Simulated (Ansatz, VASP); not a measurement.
## One calculation of GaN, two programs

```
CELL_PARAMETERS angstrom
0.00000 2.09130 2.09130
2.09130 0.00000 2.09130
2.09130 2.09130 0.00000
ATOMIC_POSITIONS crystal
Ga 0.00000 0.00000 0.00000
N 0.50000 0.50000 0.50000
```

Alike in both runs: functional LDA; k mesh 8 × 8 × 8; occupations gaussian, width 0.1 eV; no spin polarisation.

Ansatz relaxed the structure, and its values are those at the end. VASP's run is a single point on that final structure, the one shown.

|  | VASP | Ansatz |
| --- | --- | --- |
| version | VASP 6.6.1 | Ansatz 0.2.0 |
| potentials or method | VASP PAW LDA potentials, release 64 (Ga_d, N), cutoff 520 eV | scalar-relativistic, plane waves, PAW |
| valence electrons in the cell | 18 | 18 |

```csv
,VASP,Ansatz,Ansatz less VASP
gap on the k mesh at the Fermi level (eV),0.63,0.61,-0.019
least direct gap on the mesh (eV),3.24,3.21,-0.030
pressure (GPa),1.1,-0.3,-1.40
```

LDA's correlation is that of Perdew and Zunger in VASP and of Perdew and Wang (1992) in Ansatz.
